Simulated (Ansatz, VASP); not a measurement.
Ti2O: VASP beside Ansatz

The input POSCAR:

```
Ti2O
1.0
    2.9193980238      0.0000000000      0.0000000000
   -1.4596990119      2.5282728524      0.0000000000
    0.0000000000      0.0000000000      4.7130000000
Ti O
2 1
Direct
    0.6666666667      0.3333333333      0.2787400000
    0.3333333333      0.6666666667      0.7212600000
    0.0000000000      0.0000000000      0.0000000000
```

The input INCAR.step1:

```
  PREC = Accurate
  ENCUT = 660
  ISMEAR = 0
  SIGMA = 0.1
  LREAL = F
  LASPH = T
  NELM = 120
  NBANDS = 22
  GGA = PE
  ALGO = Normal
  EDIFF = 1E-5
  LWAVE = T
  LCHARG = F
  GGA_COMPAT = F
```

The input INCAR.step2:

```
  PREC = Accurate
  ENCUT = 660
  EDIFF = 1E-6
  ISMEAR = 0
  SIGMA = 0.1
  LREAL = F
  LASPH = T
  NELM = 120
  ALGO = Normal
  ISIF = 2
  LWAVE = F
  LCHARG = F
  METAGGA = R2SCAN
  LMIXTAU = T
  NBANDS = 22
  ISTART = 1
  GGA_COMPAT = F
```

File KPOINTS:

```
Automatic mesh
0
Gamma
  18 18 8
```

Input for Ansatz:

```yaml
crystal:
  lattice:
    - [2.9193980238, 0.0, 0.0]
    - [-1.4596990119, 2.5282728524, 0.0]
    - [0.0, 0.0, 4.713]
  atoms:
    - { symbol: Ti, position: [0.6666666667, 0.3333333333, 0.27874] }
    - { symbol: Ti, position: [0.3333333333, 0.6666666667, 0.72126] }
    - { symbol: O, position: [0.0, 0.0, 0.0] }
basis:
  ecutwfc: 500
kpoints:
  mp_grid: { grid: [18, 18, 8] }
hamiltonian:
  xc: r2scan
scf:
  occupations: { method: gaussian, width: 0.1 }
output:
  forces: true
  stress: true
  eigenvalues: true
```

Alike in both runs: task single point; functional r2SCAN; k mesh 18 × 18 × 8; occupations gaussian, width 0.1 eV; no spin polarisation.

|  | VASP | Ansatz |
| --- | --- | --- |
| version | VASP 6.6.1 | Ansatz 0.2.0 |
| potentials or method | VASP PAW PBE potentials, release 64 (Ti_sv, O), cutoff 660 eV | scalar-relativistic, plane waves, PAW |
| valence electrons in the cell | 30 | 30 |

|  | VASP | Ansatz | Ansatz less VASP |
| --- | --- | --- | --- |
| gap on the k mesh at the Fermi level (eV) | none | none | - |
| pressure (GPa) | 10.0 | 9.0 | -0.95 |
| traceless stress, the component that is largest in VASP (GPa) | 5.13 | 5.09 | -0.045 |
| rms of the force components (eV/Å) | 0.472 | 0.492 | +0.0198 |

VASP's potentials were made for PBE, not for r2SCAN. Atom by atom the forces differ by 0.020 eV/Å (rms over components). A gap of «none» marks a metal or a gap that the smearing closes.
